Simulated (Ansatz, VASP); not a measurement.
BeTe: VASP beside Ansatz

```
Be Te
1.0
     0.00000    2.81000    2.81000
     2.81000    0.00000    2.81000
     2.81000    2.81000    0.00000
Be Te
1 1
Direct
  0.00000 0.00000 0.00000
  0.25000 0.25000 0.25000
```

Alike in both runs: task relaxation of cell and atoms; functional LDA; k mesh 8 × 8 × 8; occupations gaussian, width 0.02 eV; no spin polarisation.

|  | VASP | Ansatz |
| --- | --- | --- |
| version | VASP 6.6.1 | Ansatz 0.2.0 |
| potentials or method | VASP PAW LDA potentials, release 64 (Be, Te), cutoff 600 eV | scalar-relativistic, plane waves, PAW |
| valence electrons in the cell | 8 | 18 |

Ansatz gave:

| Quantity | Value |
| --- | --- |
| gap on the k mesh at the Fermi level, each at its own relaxed structure (eV) | 1.79 |
| relaxed volume (Å³/atom) | 21.42 |
| relaxed cell length with the largest relative difference (Å) | 3.928 |

Q: Estimate VASP's values.

A: gap on the k mesh at the Fermi level, each at its own relaxed structure (eV): 1.78; relaxed volume (Å³/atom): 21.51; relaxed cell length with the largest relative difference (Å): 3.933.

Ansatz warns that its potentials were made for another functional, while VASP's fit it. LDA's correlation is that of Perdew and Zunger in VASP and of Perdew and Wang (1992) in Ansatz. VASP's potentials hold 8 valence electrons a cell and Ansatz's 18, so a difference there can come from the potentials and not from the codes.

Neither program's run includes spin-orbit coupling.
